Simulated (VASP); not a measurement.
## ZnF2: single point with r2SCAN

ZnF2:

```xyz
6
Lattice="4.7034 0.0000 0.0000 0.0000 4.7034 0.0000 0.0000 0.0000 3.1265" Properties=species:S:1:pos:R:3 pbc="T T T"
Zn    0.0000    0.0000    0.0000
Zn    2.3517    2.3517    1.5632
F     1.4260    1.4260    0.0000
F     3.2775    3.2775    0.0000
F     0.9257    3.7777    1.5632
F     3.7777    0.9257    1.5632
```

```
Program             : VASP 6.6.1
Task                : single point
Functional          : r2SCAN
Potentials or basis : VASP PAW PBE potentials, release 64 (Zn, F)
Cutoff              : 660 eV
k mesh              : 6 × 6 × 9
Occupations         : gaussian, width 0.01 eV
Spin                : no spin polarisation
```

| Item | Value |
| --- | --- |
| Pressure | 0.3 GPa |
| Largest force | 0.014 eV/Å |
| Band gap on the k mesh | 4.22 eV |

Forces on the atoms (eV/Å):
```
Zn   0.000  0.000  0.000
Zn   0.000  0.000  0.000
F   -0.010 -0.010  0.000
F    0.010  0.010  0.000
F    0.010 -0.010  0.000
F   -0.010  0.010  0.000
```

Stress tensor (GPa, compression positive):
```
0.25 0.00 0.00
0.00 0.25 0.00
0.00 0.00 0.51
```

Levels at points of the mesh, in eV from the valence-band top:
```csv
k point,band 24,band 25,band 26,band 27,band 28,band 29
"(0.00, 0.00, 0.00)",-0.37,-0.37,0.00,4.22,10.26,10.43
"(0.50, 0.00, 0.00)",-0.67,-0.46,-0.46,6.84,6.84,11.35
"(0.50, 0.50, 0.00)",-1.37,-0.39,-0.39,7.84,7.84,9.88
```

It took 10 min on 1 thread of Intel Xeon 8259CL, with other jobs on the host, peak memory 0.3 GiB.

Caveat: the PAW data sets were made with another functional, which shifts forces and pressure a little; an odd mesh through Γ misses points on the zone boundary, where band edges can lie.
